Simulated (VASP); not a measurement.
A run of VASP 6.6.1 is set up as follows.

File INCAR:

```
SYSTEM = Sr19Ca5
  PREC = Accurate
  ENCUT = 400
  EDIFF = 1E-6
  ISMEAR = -1
  SIGMA = 0.0534
  LREAL = Auto
  LASPH = .True.
  NELM = 120
  ALGO = Normal
  ISIF = 2
  LWAVE = .False.
  LCHARG = .False.
  GGA = PE
  ISYM = -1
  NBANDS = 138
  GGA_COMPAT = .False.
```

File KPOINTS:

```
explicit points
1
Reciprocal
  0.25000000   0.25000000   0.25000000 1
```

The input POSCAR:

```
Sr19Ca5
1.0
   10.4978800000     -0.1668760000      0.0738540000
   -0.1668760000     10.3895350000      0.2213770000
    0.0738540000      0.2213770000     11.1990180000
Sr Ca
19 5
Direct
    0.3014499071      0.7089447086      0.7720490016
    0.8271538661      0.3725449052      0.7271884468
    0.1506709275      0.0121431883      0.7134629239
    0.5805405870      0.2601304154      0.5031427635
    0.2666075083      0.6052967844      0.3641356932
    0.8124770244      0.9753383372      0.5169829039
    0.4312567828      0.2134680390      0.1971286275
    0.4842422095      0.4039605433      0.8266947337
    0.1616124192      0.1155309318      0.3572664483
    0.2686640362      0.8794740884      0.1035733446
    0.5404105132      0.0296375802      0.8290828217
    0.9228876632      0.8419894823      0.2112396773
    0.2591624232      0.5058222342      0.0839707026
   -0.0044083680      0.7007778013      0.5766988220
    0.4784780987      0.9099756934      0.4385333419
    0.7265268316      0.3146008789      0.0728307329
    0.0499664114      0.2095741021      0.0635916376
    0.9662217322      0.6158405548      0.9535734049
    0.5772285526      0.7437776738      0.0987971528
    0.9090743595      0.4497286219      0.3172661790
    0.6500247599      0.6440083816      0.4212854581
    0.8437266660      1.0227342800      0.8670554476
    0.6329963400      0.7035951070      0.7278484519
    0.1807775283      0.3851103226      0.6830215193
```

Potentials or basis: VASP PAW PBE potentials, release 64 (Sr_sv, Ca_sv).

Launch:

```sh
$ cat potpaw_PBE.64/Sr_sv/POTCAR potpaw_PBE.64/Ca_sv/POTCAR > POTCAR
$ mpirun -np 1 vasp_std > vasp.out
```

**Question.** Predict the pressure.

**Answer.** 1.4 GPa.

**Question.** What does it give for the largest force?

**Answer.** 1.252 eV/Å.

Forces on the atoms (eV/Å):
```
Sr  -0.053 -0.028 -0.080
Sr   0.345 -0.297 -0.297
Sr   0.285  0.549  0.060
Sr  -0.405  0.564  0.012
Sr   0.155 -0.121  0.942
Sr   0.113  0.768  0.131
Sr   0.247 -0.065 -0.416
Sr  -0.020 -0.451  0.253
Sr  -0.546  0.001  1.126
Sr  -0.419  0.329 -0.397
Sr  -1.110  0.335 -0.232
Sr  -0.117  0.069  0.249
Sr   0.225 -0.230 -0.564
Sr  -0.091 -0.323 -0.024
Sr  -0.851  0.408  0.129
Sr  -0.157  0.146 -0.045
Sr   0.483  0.017 -0.623
Sr  -0.391  0.288 -0.305
Sr   0.553 -0.414 -0.261
Ca   0.440 -0.158  0.186
Ca   0.198 -0.858 -0.035
Ca   0.477 -0.589  0.190
Ca   0.790  0.244  0.207
Ca  -0.152 -0.186 -0.208
```

Caveat: the atoms stand as in a frame of molecular dynamics.
